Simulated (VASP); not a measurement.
Runs of VASP 6.6.1 on PbS. The structure is that of space group Fm-3m (No. 225), or close to it. The cells are those of the table. 

```csv
task,level,potentials or basis,cell,k mesh,cutoff (eV),smearing,grid for exact exchange (PRECFOCK),gap on the mesh (eV),pressure (GPa),largest force (eV/Å)
single point,RPBE,"VASP PAW PBE potentials, release 64 (Pb_d, S)","a = 4.227 Å, angles 60.0°, 2 atoms",8 × 8 × 8,520,gaussian 0.02 eV,-,0.56,2.7,0.02
single point,PBEsol+D3(BJ),"VASP PAW PBE potentials, release 64 (Pb_d, S)","a = 4.123 Å, angles 60.0°, 2 atoms",8 × 8 × 8,520,fermi-dirac 0.05 eV,-,0.05,0.0,-
relaxation of cell and atoms,RPBE+D3(BJ),"VASP PAW PBE potentials, release 64 (Pb_d, S)","relaxed from a = 4.227 Å, angles 60.0°, 2 atoms",8 × 8 × 8,600,fermi-dirac 0.05 eV,-,0.44,0.0,0.01
single point,PBE,"VASP PAW PBE potentials, release 64 (Pb_d, S)","a = 4.310 Å, angles 60.0°, 2 atoms",8 × 8 × 8,520,fermi-dirac 0.05 eV,-,0.64,-2.1,0.01
single point,PBE,"VASP PAW PBE potentials, release 64 (Pb_d, S)","a = 4.199 Å, angles 60.0°, 2 atoms",8 × 8 × 8,520,fermi-dirac 0.05 eV,-,0.39,(b),0.03
single point,PBE0,"VASP PAW PBE potentials, release 64 (Pb_d, S)","a = 4.283 Å, angles 60.0°, 2 atoms",4 × 4 × 4,520,fermi-dirac 0.05 eV,Normal,1.73,(a),0.04
single point,PBEsol,"VASP PAW PBE potentials, release 64 (Pb_d, S)","a = 4.199 Å, angles 60.0°, 2 atoms",8 × 8 × 8,520,fermi-dirac 0.05 eV,-,0.29,-1.0,0.02
single point,PBEsol,"VASP PAW PBE potentials, release 64 (Pb_d, S)","a = 4.170 Å, angles 60.0°, 2 atoms",8 × 8 × 8,520,fermi-dirac 0.05 eV,-,0.21,(c),0.03
single point,LDA,"VASP PAW LDA potentials, release 64 (Pb_d, S)","a = 4.199 Å, angles 60.0°, 2 atoms",8 × 8 × 8,520,fermi-dirac 0.05 eV,-,0.24,-2.7,0.01
single point,PBE0,"VASP PAW PBE potentials, release 64 (Pb_d, S)","a = 4.255 Å, angles 60.0°, 2 atoms",4 × 4 × 4,520,fermi-dirac 0.05 eV,Normal,1.66,-1.4,0.03
single point,PBE,"VASP PAW PBE potentials, release 64 (Pb_d, S)","a = 4.255 Å, angles 60.0°, 2 atoms",8 × 8 × 8,520,fermi-dirac 0.05 eV,-,0.52,-0.2,0.01
single point,PBEsol,"VASP PAW PBE potentials, release 64 (Pb_d, S)","a = 4.283 Å, angles 60.0°, 2 atoms",8 × 8 × 8,520,fermi-dirac 0.05 eV,-,0.48,-3.9,0.01
```

Alike in all rows: no spin polarisation.

Problem. Fill in the values left out.

Solution. (a) -2.4; (b) 2.0; (c) 0.2.

Caveats: some runs use coarse meshes; spin-orbit coupling is left out, which moves the levels of the heavy elements; the PAW data sets were made with another functional, which shifts forces and pressure a little (some runs).

A k mesh can miss the band edges, and the runs leave out spin-orbit coupling on Pb.
